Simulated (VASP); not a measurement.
# CeC (F-43m) in VASP: elastic constants with PBEsol

Aim: the elastic constants of CeC with PBEsol.

Everything below comes from runs of VASP 6.6.1. Logs are shortened: lines on timing, memory, paths and dates and some standing lists are left out, and cuts for length are marked.

## Step 1: The cell of the first run

The structure is cubic, space group F-43m (No. 216). The conventional cell has a = 5.423 Å, b = 5.423 Å, c = 5.423 Å, α = 90.00°, β = 90.00°, γ = 90.00°. Ce (site symmetry -43m) has 4 C at 2.35 Å within 3.1 Å. C (site symmetry -43m) has 4 Ce at 2.35 Å within 3.1 Å.

## Step 2: Elastic constants, PBEsol

Contents of INCAR:

```
SYSTEM = CeC
ALGO = Normal ; EDIFF = 1E-8
ENCUT = 600 ; GGA = PS
IBRION = 6 ; ISIF = 3
ISMEAR = 0 ; LASPH = .TRUE.
LCHARG = .FALSE. ; LREAL = .FALSE.
LWAVE = .FALSE. ; NBANDS = 15
NELM = 100 ; NFREE = 2
NSW = 1 ; POTIM = 0.015
PREC = Accurate ; SIGMA = 0.05
```

Contents of KPOINTS:

```
k-points
0
G
  10 10 10
  0 0 0
```

Contents of POSCAR:

```
CeC
1.0
    0.0000000000      2.7113585900      2.7113585900
    2.7113585900      0.0000000000      2.7113585900
    2.7113585900      2.7113585900      0.0000000000
Ce C
1 1
Direct
    0.0000000000      0.0000000000      0.0000000000
    0.2500000000      0.2500000000      0.2500000000
```

Potentials or basis: VASP PAW PBE potentials, release 64 (Ce, C).

Command:

```
> cat potpaw_PBE.64/Ce/POTCAR potpaw_PBE.64/C/POTCAR > POTCAR
> mpirun -np 1 vasp_std > vasp.out
```

OUTCAR:

```text
SYSTEM = CeC
   EDIFF = 1E-8
   ENCUT = 600
   GGA = PS
   IBRION = 6
   ISIF = 3
   ISMEAR = 0
   LASPH = .TRUE.
   LREAL = .FALSE.
   NELM = 100
   NFREE = 2
   NSW = 1
   POTIM = 0.015
   PREC = Accurate

 ion  position               nearest neighbor table
   1  0.000  0.000  0.000-   2 2.35   2 2.35   2 2.35   2 2.35
   2  0.250  0.250  0.250-   1 2.35   1 2.35   1 2.35   1 2.35

  LATTYP: Found a face centered cubic cell.
 ALAT       =     5.4227171800

  Lattice vectors:

 A1 = (   0.0000000000,   2.7113585900,   2.7113585900)
 A2 = (   2.7113585900,   0.0000000000,   2.7113585900)
 A3 = (   2.7113585900,   2.7113585900,   0.0000000000)

Analysis of symmetry for initial positions (statically):
=====================================================================
 Subroutine PRICEL returns:
 Original cell was already a primitive cell.

 Routine SETGRP: Setting up the symmetry group for a
 face centered cubic supercell.

 Subroutine GETGRP returns: Found 24 space group operations
 (whereof 24 operations were pure point group operations)
 out of a pool of 48 trial point group operations.

The static configuration has the point symmetry T_d .

Analysis of symmetry for dynamics (positions and initial velocities):
=====================================================================
 Subroutine PRICEL returns:
 Original cell was already a primitive cell.

 Routine SETGRP: Setting up the symmetry group for a
 face centered cubic supercell.

 Subroutine GETGRP returns: Found 24 space group operations
 (whereof 24 operations were pure point group operations)
 out of a pool of 48 trial point group operations.

The dynamic configuration has the point symmetry T_d .

 Subroutine INISYM returns: Found 24 space group operations
[... 762 lines left out ...]
      2     -11.2899      2.00000
      3     -10.5297      2.00000
      4     -10.4861      2.00000
      5      -1.3649      2.00000
      6       3.2340      2.00000
      7       5.4478      2.00000
      8       5.4759      2.00000
      9       6.6770      0.00000
     10       6.8123      0.00000
     11       6.8352      0.00000
     12       6.9034      0.00000
     13       6.9131      0.00000
     14       7.4605      0.00000
     15       7.5864      0.00000

 [... further k-points ...]

------------------------ aborting loop because EDIFF is reached ----------------------------------------

  FORCE on cell =-STRESS in cart. coord.  units (eV):
  Direction    XX          YY          ZZ          XY          YZ          ZX
  --------------------------------------------------------------------------------------
  -------------------------------------------------------------------------------------
  Total        0.0051875      0.0076172      0.0076172      0.0000000      0.0705537      0.0000000
  in kB        0.2084881      0.3061373      0.3061373      0.0000000      2.8355656      0.0000000
  external PRESSURE =       0.2735876 kB  Pullay stress =       0.0000000 kB
[... 17 lines left out ...]
  FREE ENERGIE OF THE ION-ELECTRON SYSTEM (eV)
  ---------------------------------------------------
  free  energy   TOTEN  =       -15.8487850618 eV

  energy  without entropy=      -15.8487188342  energy(sigma->0) =      -15.84875195

 INTERNAL STRAIN TENSORS FROM STRAINED CELLS
 ============================================

 INTERNAL STRAIN TENSOR FOR ION    1 for displacements in x,y,z  (eV/Angst):
          X           Y           Z          XY          YZ          ZX
  --------------------------------------------------------------------------------
  x    -0.00000     0.00000     0.00000     0.00000     4.70664     0.00000
  y    -0.00000     0.00000     0.00000     0.00000     0.00000     4.70746
  z    -0.00000     0.00000     0.00000     4.70747     0.00000    -0.00000

 INTERNAL STRAIN TENSORS FROM DISPLACED ATOMS
 ============================================

 INTERNAL STRAIN TENSOR FOR ION    1 for displacements in x,y,z  (eV/Angst):
          X           Y           Z          XY          YZ          ZX
  --------------------------------------------------------------------------------
  x    -0.00000     0.00000     0.00000     0.00000     4.70344     0.00000
  y     0.00000     0.00000     0.00000     0.00000     0.00000     4.70344
  z     0.00000     0.00000    -0.00000     4.70344     0.00000     0.00000

 INTERNAL STRAIN TENSOR FOR ION    2 for displacements in x,y,z  (eV/Angst):
          X           Y           Z          XY          YZ          ZX
  --------------------------------------------------------------------------------
  x     0.00000     0.00000     0.00000     0.00000    -4.70499     0.00000
  y    -0.00000     0.00000    -0.00000     0.00000     0.00000    -4.70499
  z     0.00000     0.00000     0.00000    -4.70499     0.00000     0.00000

 Eigenvectors and eigenvalues of the dynamical matrix
 ----------------------------------------------------

   1 f  =   11.245617 THz    70.658295 2PiTHz  375.113403 cm-1    46.508114 meV
             X         Y         Z           dx          dy          dz
      0.000000  0.000000  0.000000     0.280974    0.000000   -0.000000
      1.355679  1.355679  1.355679    -0.959715    0.000000   -0.000000
[... 21 lines left out ...]
   6 f/i=    0.000167 THz     0.001051 2PiTHz    0.005579 cm-1     0.000692 meV
             X         Y         Z           dx          dy          dz
      0.000000  0.000000  0.000000     0.083159   -0.955094    0.043970
      1.355679  1.355679  1.355679     0.024346   -0.279621    0.012873

--------------------------------------------------------------------------------------------------------

 ELASTIC MODULI CONTR FROM IONIC RELAXATION (kBar)
 Direction    XX          YY          ZZ          XY          YZ          ZX
 --------------------------------------------------------------------------------
 XX          -0.0000     -0.0000     -0.0000      0.0000      0.0000     -0.0000
 YY          -0.0000     -0.0000     -0.0000      0.0000      0.0000      0.0000
 ZZ          -0.0000     -0.0000     -0.0000      0.0000      0.0000     -0.0000
 XY           0.0000      0.0000      0.0000   -155.3779      0.0000      0.0000
 YZ           0.0000      0.0000      0.0000      0.0000   -155.3779      0.0000
 ZX          -0.0000      0.0000     -0.0000      0.0000      0.0000   -155.3779
 --------------------------------------------------------------------------------

 TOTAL ELASTIC MODULI (kBar)
 Direction    XX          YY          ZZ          XY          YZ          ZX
 --------------------------------------------------------------------------------
 XX         981.6669    918.7736    918.7736      0.0000      0.0000     -0.0000
 YY         918.7736    981.6669    918.7736      0.0000      0.0000      0.0000
 ZZ         918.7736    918.7736    981.6669      0.0000      0.0000     -0.0000
 XY           0.0000      0.0000      0.0000    271.0545      0.0000      0.0000
 YZ           0.0000      0.0000      0.0000      0.0000    271.0545      0.0000
 ZX          -0.0000      0.0000     -0.0000      0.0000      0.0000    271.0545
 --------------------------------------------------------------------------------
```

OSZICAR:

```text
N       E                     dE             d eps       ncg     rms          rms(c)
DAV:   1     0.129928189713E+03    0.12993E+03   -0.74056E+03  1418   0.145E+03
[... 258 lines left out ...]
DAV:   4    -0.158488273098E+02    0.41693E-03   -0.17384E-03  8135   0.428E-01    0.436E-02
DAV:   5    -0.158487885778E+02    0.38732E-04   -0.15576E-04  6449   0.100E-01    0.277E-02
DAV:   6    -0.158487883636E+02    0.21414E-06   -0.90412E-05  8313   0.613E-02    0.130E-02
DAV:   7    -0.158487849993E+02    0.33644E-05   -0.21234E-05  7576   0.316E-02    0.267E-03
DAV:   8    -0.158487850738E+02   -0.74508E-07   -0.14766E-06  6182   0.102E-02    0.106E-03
DAV:   9    -0.158487850709E+02    0.28883E-08   -0.15816E-07  8317   0.257E-03    0.576E-04
DAV:  10    -0.158487850618E+02    0.91356E-08   -0.31774E-08  4778   0.119E-03
  17 F= -.15848785E+02 E0= -.15848752E+02  d E =-.662276E-04
```

It took 28 min on 1 thread of Intel Xeon Platinum 8488C (Sapphire Rapids), shared host; peak memory 0.49 GiB.

What came out:

| Quantity | Value |
| --- | --- |
| Elastic constants C11, C12, C44 | 98, 92, 27 GPa |
| Voigt bulk modulus | 94 GPa |
| Highest phonon frequency at Γ | 375 cm⁻¹ |

Phonon frequencies in cm⁻¹ (negative: imaginary):
```tsv
q point	frequencies
(0.000, 0.000, 0.000)	0 0 0 375 375 375
```

Elastic tensor in Voigt notation (GPa, in the Cartesian axes of the cell as first typed):
```
98 92 92  0  0  0
92 98 92  0  0  0
92 92 98  0  0  0
 0  0  0 27  0  0
 0  0  0  0 27  0
 0  0  0  0  0 27
```

Clamped-ion elastic tensor (GPa):
```
98 92 92  0  0  0
92 98 92  0  0  0
92 92 98  0  0  0
 0  0  0 43  0  0
 0  0  0  0 43  0
 0  0  0  0  0 43
```

Caveat: the PAW data sets were made with another functional, which shifts forces and pressure a little; spin-orbit coupling is left out, which moves the levels of the heavy elements; semilocal functionals describe open f shells poorly, which spoils levels, moments and volumes.
